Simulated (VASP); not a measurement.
# Ru in VASP: notebook

Runs on Ru. Level: PBEsol. Tasks: single point.

Program: VASP 6.6.1. These are calculated values, not measurements. Logs are shortened: lines on timing, memory, paths and dates and some standing lists are left out, and cuts for length are marked.

## 1. The cell of the first run

The cell holds a slab with vacuum, 5 atoms: a = 2.690 Å, b = 2.690 Å, c = 25.504 Å, α = 90.00°, β = 90.00°, γ = 120.00°.

## 2. Single point, PBEsol

INCAR

```
SYSTEM = Ru
PREC = Accurate ; ENCUT = 520
EDIFF = 1E-7 ; ISMEAR = 0
SIGMA = 0.1 ; LREAL = .FALSE.
LASPH = .TRUE. ; NELM = 100
ALGO = Normal ; ISIF = 2
LWAVE = .FALSE. ; LCHARG = .TRUE.
LDIPOL = .TRUE. ; IDIPOL = 3
DIPOL = 0.5 0.5 0.500 ; GGA = PS
LELF = .TRUE. ; LVHAR = .TRUE.
LVACPOTAV = .TRUE. ; NBANDS = 43
```

KPOINTS

```
Automatic mesh
0
G
  12 12 1
  0 0 0
```

POSCAR

```
Ru
1.0
    2.6895240001      0.0000000000      0.0000000000
   -1.3447620000      2.3291961082      0.0000000000
    0.0000000000      0.0000000000     25.5038419053
Ru
5
Direct
    0.6666666667      0.3333333333      0.3332831199
    0.3333333333      0.6666666667      0.4166415600
    0.6666666667      0.3333333333      0.5001183992
    0.3333333333      0.6666666667      0.5841019193
    0.6666666667      0.3333333333      0.6645623045
```

Potentials or basis: VASP PAW PBE potentials, release 64 (Ru_pv).

Command:

```sh
cat potpaw_PBE.64/Ru_pv/POTCAR > POTCAR
mpirun -np 1 vasp_std > vasp.out
```

OUTCAR:

```text
SYSTEM = Ru
   PREC = Accurate
   ENCUT = 520
   EDIFF = 1E-7
   ISMEAR = 0
   LREAL = .FALSE.
   LASPH = .TRUE.
   NELM = 100
   ISIF = 2
   GGA = PS

 ion  position               nearest neighbor table
   1  0.667  0.333  0.333-   2 2.63   2 2.63   2 2.63
   2  0.333  0.667  0.417-   1 2.63   1 2.63   1 2.63   3 2.64   3 2.64   3 2.64
   3  0.667  0.333  0.500-   2 2.64   2 2.64   2 2.64   4 2.65   4 2.65   4 2.65
   4  0.333  0.667  0.584-   5 2.57   5 2.57   5 2.57   3 2.65   3 2.65   3 2.65
   5  0.667  0.333  0.665-   4 2.57   4 2.57   4 2.57

  LATTYP: Found a hexagonal cell.
 ALAT       =     2.6895240001
 C/A-ratio  =     9.4826600931

  Lattice vectors:

 A1 = (   2.6895240001,   0.0000000000,   0.0000000000)
 A2 = (  -1.3447620000,   2.3291961082,   0.0000000000)
 A3 = (   0.0000000000,   0.0000000000,  25.5038419053)

Analysis of symmetry for initial positions (statically):
=====================================================================
 Subroutine PRICEL returns:
 Original cell was already a primitive cell.

 Routine SETGRP: Setting up the symmetry group for a
 hexagonal supercell.

 Subroutine GETGRP returns: Found  6 space group operations
 (whereof  6 operations were pure point group operations)
 out of a pool of 24 trial point group operations.

The static configuration has the point symmetry C_3v.

Analysis of symmetry for dynamics (positions and initial velocities):
=====================================================================
 Subroutine PRICEL returns:
 Original cell was already a primitive cell.

 Routine SETGRP: Setting up the symmetry group for a
 hexagonal supercell.

 Subroutine GETGRP returns: Found  6 space group operations
 (whereof  6 operations were pure point group operations)
 out of a pool of 24 trial point group operations.

The dynamic configuration has the point symmetry C_3v.

 Subroutine INISYM returns: Found  6 space group operations
 (whereof  6 operations are pure point group operations),
 and found     1 'primitive' translations

----------------------------------------------------------------------------------------

                                     Primitive cell

  volume of cell :     159.7670

  direct lattice vectors                    reciprocal lattice vectors
     2.689524000  0.000000000  0.000000000     0.371813005  0.214666338  0.000000000
    -1.344762000  2.329196108  0.000000000     0.000000000  0.429332677  0.000000000
     0.000000000  0.000000000 25.503841905     0.000000000  0.000000000  0.039209779

  length of vectors
     2.689524000  2.689524000 25.503841905     0.429332677  0.429332677  0.039209779

  position of ions in fractional coordinates (direct lattice)
     0.666666667  0.333333333  0.333283120
     0.333333333  0.666666667  0.416641560
     0.666666667  0.333333333  0.500118399
     0.333333333  0.666666667  0.584101919
     0.666666667  0.333333333  0.664562305

  ion indices of the primitive-cell ions
   primitive index   ion index
                 1           1
                 2           2
                 3           3
                 4           4
                 5           5

----------------------------------------------------------------------------------------

 KPOINTS: Automatic mesh

Automatic generation of k-mesh.
 Grid dimensions read from file:
 generate k-points for:   12   12    1

 Generating k-lattice:

  Cartesian coordinates                     Fractional coordinates (reciprocal lattice)
     0.030984417  0.017888862  0.000000000     0.083333333  0.000000000  0.000000000
     0.000000000  0.035777723  0.000000000     0.000000000  0.083333333  0.000000000
     0.000000000  0.000000000  0.039209779     0.000000000  0.000000000  1.000000000

  Length of vectors
     0.035777723  0.035777723  0.039209779

  Shift w.r.t. Gamma in fractional coordinates (k-lattice)
     0.000000000  0.000000000  0.000000000

 Subroutine IBZKPT returns following result:
 ===========================================

 Found     19 irreducible k-points:

 Following reciprocal coordinates:
            Coordinates               Weight
  0.000000  0.000000  0.000000      1.000000
  0.083333  0.000000  0.000000      6.000000
  0.166667  0.000000  0.000000      6.000000
  0.250000 -0.000000  0.000000      6.000000
  0.333333  0.000000  0.000000      6.000000
  0.416667 -0.000000  0.000000      6.000000
[... 11 lines left out ...]
  0.333333  0.250000  0.000000     12.000000
  0.333333  0.333333  0.000000      2.000000
   k-points           NKPTS =     19   k-points in BZ     NKDIM =     19   number of bands    NBANDS=     43
   number of dos      NEDOS =    301   number of ions     NIONS =      5
   total plane-waves  NPLWV =  76800
   dimension x,y,z NGX =    20 NGY =   20 NGZ =  192
   dimension x,y,z NGXF=    40 NGYF=   40 NGZF=  384
   ions per type =               5
   NGX,Y,Z   is equivalent  to a cutoff of  12.36, 12.36, 12.52 a.u.
   NGXF,Y,Z  is equivalent  to a cutoff of  24.72, 24.72, 25.03 a.u.
 SYSTEM =  Ru
   PREC   = accura    normal or accurate (medium, high low for compatibility)
   ISTART =      0    job   : 0-new  1-cont  2-samecut
   ICHARG =      2    charge: 1-file 2-atom 10-const
   ISPIN  =      1    spin polarized calculation?
   LNONCOLLINEAR =      F non collinear calculations
   LSORBIT =      F    spin-orbit coupling
   LASPH  =      T    aspherical Exc in radial PAW
   ENCUT  =  520.0 eV  38.22 Ry    6.18 a.u.   5.00  5.00 47.42*2*pi/ulx,y,z
   NELM   =    100;   NELMIN=  2; NELMDL= -5     # of ELM steps
   EDIFF  = 0.1E-06   stopping-criterion for ELM
   LREAL  =      F    real-space projection
   EDIFFG = 0.1E-05   stopping-criterion for IOM
   NSW    =      0    number of steps for IOM
   IBRION =     -1    ionic relax: 0-MD 1-quasi-New 2-CG
   NFREE  =      0    steps in history (QN), initial steepest desc. (CG)
   ISIF   =      2    stress and relaxation
   ISYM   =      2    0-nonsym 1-usesym 2-fastsym
   POTIM  = 0.5000    time-step for ionic-motion
   TEBEG  =    0.0;   TEEND  =   0.0 temperature during run
   PSTRESS=    0.0 pullay stress
   NELECT =      70.0000    total number of electrons
   NUPDOWN=      -1.0000    fix difference up-down
   EMIN   =  10.00;   EMAX   =-10.00  energy-range for DOS
   EFERMI =   0.00;   METHOD = LEGACY
   ISMEAR =     0;   SIGMA  =   0.10  broadening in eV -4-tet -1-fermi 0-gaus
   EFERMI_NEDOS =   21; number of points for ismear=-14 and -15
   IALGO  =     38    algorithm
   IMIX   =      4    mixing-type and parameters
     AMIX     =   0.40;   BMIX     =  1.00
     AMIX_MAG =   1.60;   BMIX_MAG =  1.00
  volume/ion in A,a.u.               =      31.95       215.63
  Fermi-wavevector in a.u.,A,eV,Ry     =   1.243403  2.349690 21.035292  1.546050
  Thomas-Fermi vector in A             =   2.377715
   LORBIT       =      0    0 simple, 1 ext, 2 COOP (PROOUT), +10 PAW based schemes
   GGA     = PS    functional components
   LHFCALC =     F    Hartree Fock is set to
   AEXX    =    0.0000 exact exchange contribution
   IVDW    =     0    specifies the selected vdW correction
   LEPSILON=     F    determine dielectric tensor
   LRPA    =     F    only Hartree local field effects (RPA)
 non-spin polarized calculation
 Gauss-broadening in eV      SIGMA  =   0.10
  energy-cutoff  :      520.00
  volume of cell :      159.77
 maximum number of plane-waves:      4371
 NGX is ok and might be reduce to    20

 dipolmoment           0.000000      0.000000      0.014953 electrons x Angstroem

 number of electron      69.9999998 magnetization

 dipolmoment           0.000000      0.000000     -0.002618 electrons x Angstroem

 Free energy of the ion-electron system (eV)
  ---------------------------------------------------
  ext. energy  EPLUGINS =         0.00000000
  ---------------------------------------------------
  free energy    TOTEN  =       -48.45362132 eV

  energy without entropy =      -48.42310206  energy(sigma->0) =      -48.43836169

 E-fermi :   2.5019     XC(G=0):  -6.7941

 val. band max:        2.4615925070   @ k =   0.1667   0.0833   0.0000
 cond. band min:       2.5054188569   @ k =   0.2500   0.1667   0.0000
 fundamental gap:      0.0438263499
 Fermi energy:         2.5018619374

 k-point     1 :       0.0000    0.0000    0.0000
  band No.  band energies     occupation
      1     -41.1790      2.00000
      2     -40.9046      2.00000
      3     -40.4419      2.00000
      4     -40.2952      2.00000
      5     -40.2952      2.00000
      6     -40.2366      2.00000
[... 35 lines left out ...]
     42       3.6284      0.00000
     43       3.6284      0.00000

 k-point     2 :       0.0833    0.0000    0.0000
  band No.  band energies     occupation
      1     -41.1583      2.00000
      2     -40.8967      2.00000
      3     -40.4732      2.00000
      4     -40.3433      2.00000
      5     -40.3109      2.00000
      6     -40.2616      2.00000
[... 35 lines left out ...]
     42       3.4634      0.00000
     43       3.6507      0.00000

 k-point     3 :       0.1667    0.0000    0.0000
  band No.  band energies     occupation
      1     -41.1011      2.00000
      2     -40.8830      2.00000
      3     -40.5870      2.00000
      4     -40.4812      2.00000
      5     -40.3532      2.00000
      6     -40.3455      2.00000
[... 35 lines left out ...]
     42       3.6868      0.00000
     43       3.9413      0.00000

 k-point     4 :       0.2500   -0.0000    0.0000
  band No.  band energies     occupation
      1     -41.0263      2.00000
      2     -40.9024      2.00000
      3     -40.7551      2.00000
      4     -40.6699      2.00000
      5     -40.4935      2.00000
      6     -40.4100      2.00000
[... 633 lines left out ...]
     42       6.9112      0.00000
     43       7.4647      0.00000

 k-point    18 :       0.3333    0.2500    0.0000
  band No.  band energies     occupation
      1     -41.0402      2.00000
      2     -40.9959      2.00000
      3     -40.9327      2.00000
      4     -40.7943      2.00000
      5     -40.7440      2.00000
      6     -40.7199      2.00000
[... 35 lines left out ...]
     42       8.7667      0.00000
     43       9.4277      0.00000

 k-point    19 :       0.3333    0.3333    0.0000
  band No.  band energies     occupation
      1     -40.9876      2.00000
      2     -40.9495      2.00000
      3     -40.9143      2.00000
      4     -40.8509      2.00000
      5     -40.8141      2.00000
      6     -40.7190      2.00000
[... 35 lines left out ...]
     42       9.9912      0.00000
     43      10.0043      0.00000

------------------------ aborting loop because EDIFF is reached ----------------------------------------

  FORCE on cell =-STRESS in cart. coord.  units (eV):
  Direction    XX          YY          ZZ          XY          YZ          ZX
  --------------------------------------------------------------------------------------
  -------------------------------------------------------------------------------------
  Total       -3.9572149     -3.9572149     -1.5534351     -0.0000000     -0.0000000      0.0000000
  in kB      -39.6837889    -39.6837889    -15.5781764     -0.0000000     -0.0000000      0.0000000
  external PRESSURE =     -31.6485847 kB  Pullay stress =       0.0000000 kB

 VOLUME and BASIS-vectors are now :
 -----------------------------------------------------------------------------
  energy-cutoff  :      520.00
  volume of cell :      159.77
      direct lattice vectors                 reciprocal lattice vectors
     2.689524000  0.000000000  0.000000000     0.371813005  0.214666338  0.000000000
    -1.344762000  2.329196108  0.000000000     0.000000000  0.429332677  0.000000000
     0.000000000  0.000000000 25.503841905     0.000000000  0.000000000  0.039209779

 POSITION                                       TOTAL-FORCE (eV/Angst)
 -----------------------------------------------------------------------------------
      1.34476      0.77640      8.50000        -0.000000      0.000000      0.721188
     -0.00000      1.55280     10.62596         0.000000     -0.000000     -0.708873
      1.34476      0.77640     12.75494         0.000000      0.000000     -0.010112
     -0.00000      1.55280     14.89684         0.000000      0.000000     -0.039837
      1.34476      0.77640     16.94889        -0.000000      0.000000      0.037634
 -----------------------------------------------------------------------------------
    total drift:                               -0.000000      0.000000      0.000780

  FREE ENERGIE OF THE ION-ELECTRON SYSTEM (eV)
  ---------------------------------------------------
  free  energy   TOTEN  =       -48.4536213181 eV

  energy  without entropy=      -48.4231020582  energy(sigma->0) =      -48.43836169

 vacuum level on the upper side and lower side of the slab         7.627         7.703
```

Run time: 3.3 min. Hardware: 1 thread of Intel Xeon Platinum 8488C (Sapphire Rapids), shared host; peak memory 0.29 GiB.

What came out:

```
Free energy            : -48.4536 eV
Largest force          : 0.721 eV/Å
Band gap on the k mesh : zero (band 35 reaches 3.96 eV, above the bottom of band 36 at 1.40 eV)
```

Forces on the atoms (eV/Å):
```
Ru   0.000  0.000  0.721
Ru   0.000  0.000 -0.709
Ru   0.000  0.000 -0.010
Ru   0.000  0.000 -0.040
Ru   0.000  0.000  0.038
```

Caveat: the PAW data sets were made with another functional, which shifts forces and pressure a little.

## 3. Single point, PBEsol

This run uses another cell than the first one: it holds 3 atoms, not 5.

INCAR

```
  PREC = Accurate
  ENCUT = 400
  EDIFF = 1E-6
  ISMEAR = 0
  SIGMA = 0.1
  LREAL = F
  LASPH = T
  NELM = 120
  ALGO = Normal
  ISIF = 2
  LWAVE = F
  LCHARG = F
  LDIPOL = T
  IDIPOL = 3
  DIPOL = 0.5 0.5 0.496
  GGA = PS
  NBANDS = 28
  GGA_COMPAT = F
  NELMDL = -8
```

KPOINTS

```
regular mesh
0
Gamma
  12 12 1
```

POSCAR

```
Ru
1.0
    2.6895239995      0.0000000000      0.0000000000
   -1.3447619997      2.3291961076      0.0000000000
    0.0000000000      0.0000000000     21.2519209516
Ru
3
Direct
    0.3333333333      0.6666666667      0.3999638442
    0.6666666667      0.3333333333      0.4964843486
    0.3333333333      0.6666666667      0.5930019696
```

Potentials or basis: VASP PAW PBE potentials, release 64 (Ru_pv).

Command:

```sh
cat potpaw_PBE.64/Ru_pv/POTCAR > POTCAR
mpirun -np 1 vasp_std > vasp.out
```

Run time: 1.7 min. Hardware: 1 thread of Intel Xeon Platinum 8375C at 2.90GHz (Ice Lake), shared host; peak memory 0.2 GiB.

The run converged. Its results:

| Item | Value |
| --- | --- |
| Free energy | -28.2497 eV |
| Largest force | 0.018 eV/Å |
| Band gap on the k mesh | zero (band 21 reaches 1.68 eV, above the bottom of band 22 at -0.60 eV) |

Forces in eV/Å, atoms in the order of the input:
```
Ru   0.000  0.000 -0.018
Ru   0.000  0.000  0.000
Ru   0.000  0.000  0.018
```

Levels at points of the mesh, in eV from the Fermi level:
| k point | band 18 | band 19 | band 20 | band 21 | band 22 | band 23 | band 24 | band 25 |
| --- | --- | --- | --- | --- | --- | --- | --- | --- |
| (0.00, 0.00, 0.00) | -2.46 | -2.07 | -2.07 | -0.86 | -0.86 | -0.48 | 0.57 | 0.57 |
| (0.50, 0.00, 0.00) | -0.78 | -0.20 | 0.43 | 1.20 | 1.20 | 1.92 | 1.93 | 3.00 |

Caveat: the PAW data sets were made with another functional, which shifts forces and pressure a little.

## 4. Single point, PBEsol

This run uses another cell than the first one: it holds 3 atoms, not 5.

INCAR

```
SYSTEM = Ru
ALGO     = Normal         ! electronic algorithm
DIPOL    = 0.5 0.5 0.496
EDIFF    = 1E-7           ! SCF threshold, eV
ENCUT    = 520            ! plane-wave cutoff, eV
GGA      = PS             ! functional
IDIPOL   = 3            
ISIF     = 2              ! what is computed and relaxed
ISMEAR   = 0              ! smearing method
LASPH    = .True.         ! aspherical terms in the spheres
LCHARG   = .True.         ! write CHGCAR
LDIPOL   = .True.       
LELF     = .True.         ! ELF
LREAL    = .False.        ! projectors in reciprocal space
LVACPOTAV= .True.       
LVHAR    = .True.       
LWAVE    = .False.        ! write WAVECAR
NBANDS   = 28             ! bands
NELM     = 100            ! most SCF steps
PREC     = Accurate       ! precision mode
SIGMA    = 0.1            ! smearing width, eV
```

KPOINTS

```
k-points
0
Gamma
  12 12 1
  0 0 0
```

POSCAR

```
Ru
1.0
    2.6895239996      0.0000000000      0.0000000000
   -1.3447619998      2.3291961078      0.0000000000
    0.0000000000      0.0000000000     21.2519209491
Ru
3
Direct
    0.3333333333      0.6666666667      0.3999638442
    0.6666666667      0.3333333333      0.4964843438
    0.3333333333      0.6666666667      0.5930019604
```

Command:

```sh
cat potpaw_PBE.64/Ru_pv/POTCAR > POTCAR
mpirun -np 1 vasp_std > vasp.out
```

It took 1.8 min on 1 thread of AMD EPYC 7R13 (Zen 3), shared host; peak memory 0.22 GiB.

Results (log left out):

* Free energy: -28.2508 eV
* Largest force: 0.017 eV/Å
* Band gap on the k mesh: zero (band 21 reaches 1.68 eV, above the bottom of band 22 at -0.60 eV)

Forces in eV/Å, atoms in the order of the input:
```
Ru   0.000  0.000 -0.017
Ru   0.000  0.000  0.000
Ru   0.000  0.000  0.017
```

Levels at points of the mesh, in eV from the Fermi level:
| k point | band 19 | band 20 | band 21 | band 22 | band 23 | band 24 |
| --- | --- | --- | --- | --- | --- | --- |
| (0.00, 0.00, 0.00) | -2.07 | -2.07 | -0.86 | -0.86 | -0.48 | 0.57 |
| (0.50, 0.00, 0.00) | -0.20 | 0.43 | 1.20 | 1.20 | 1.92 | 1.93 |

Caveat: the PAW data sets were made with another functional, which shifts forces and pressure a little.

## 5. Summary

```csv
cell,cutoff (eV),gap on the mesh (eV),largest force (eV/Å)
"a = 2.690, b = 2.690, c = 25.504 Å, angles 90.0, 90.0, 120.0°, 5 atoms",520,none,0.72
"a = 2.690, b = 2.690, c = 21.252 Å, angles 90.0, 90.0, 120.0°, 3 atoms",400,none,0.02
"a = 2.690, b = 2.690, c = 21.252 Å, angles 90.0, 90.0, 120.0°, 3 atoms",520,none,0.02
```

Alike in all rows: task single point; level PBEsol; potentials or basis VASP PAW PBE potentials, release 64 (Ru_pv); no spin polarisation; k mesh 12 × 12 × 1; smearing gaussian 0.1 eV.

Caveats: the PAW data sets were made with another functional, which shifts forces and pressure a little.

Total energies depend on the potentials used, so only differences within one code and one set of settings carry meaning.
